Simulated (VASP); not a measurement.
Write the native input for VASP 6.6.1 that does the following.

```
Task                   : relaxation of cell and atoms
Functional             : LDA
Potentials or basis    : VASP PAW LDA potentials, release 64 (Tc_pv, Ta_pv)
Cutoff                 : 600 eV
k mesh                 : 8 × 6 × 6
Occupations            : fermi-dirac, width 0.1 eV
Spin                   : no spin polarisation
Dipole correction      : no
Further INCAR settings : ALGO = Normal; EDIFF = 1e-06; IBRION = 2; EDIFFG = -0.01; NSW = 50; ISIF = 3
```

The structure of TaTc lies in POSCAR:

```
TaTc
1.0
    3.1304013530      0.0000000000      0.0000000000
    0.0000000000      4.4305867217      0.0000000000
    0.0000000000      0.0000000000      4.4305867217
Tc Ta
2 2
Direct
    0.0000000000      0.0000000000      0.0000000000
    0.0000000000      0.5000000000      0.5000000000
    0.5000000000      0.0000000000      0.5000000000
    0.5000000000      0.5000000000      0.0000000000
```

The input as run:

INCAR

```
SYSTEM = TaTc
ALGO = Normal ; EDIFF = 1E-6
EDIFFG = -0.01 ; ENCUT = 600
GGA = CA ; IBRION = 2
ISIF = 3 ; ISMEAR = -1
LASPH = .True. ; LCHARG = .False.
LREAL = .False. ; LWAVE = .False.
NELM = 60 ; NSW = 50
PREC = Accurate ; SIGMA = 0.1
```

KPOINTS

```
k-points
0
Gamma
  8 6 6
  0 0 0
```

Potentials or basis: VASP PAW LDA potentials, release 64 (Tc_pv, Ta_pv).

The run is started by

```bash
$ cat potpaw_LDA.64/Tc_pv/POTCAR potpaw_LDA.64/Ta_pv/POTCAR > POTCAR
$ mpirun -np 1 vasp_std > vasp.out
```

It gave:

The relaxed volume is 15.41 Å³/atom, the relaxed cell is a = 3.137 Å, b = 4.432 Å, c = 4.432 Å, α = 90.00°, β = 90.00°, γ = 90.00° and the space group after relaxing (to 0.05 Å) is Pm-3m (No. 221). The energy gained by relaxing is 0.2 meV/atom. The ionic steps are 5. The pressure after relaxing is 0.0 GPa and the band gap on the k mesh is zero (band 24 reaches 11.14 eV, above the bottom of band 25 at 9.04 eV).

Caveat: spin-orbit coupling is left out, which moves the levels of the heavy elements.

It took 8 min on 1 thread of Oxide Virtual Turin-like Processor (shared host), peak memory 0.2 GiB.
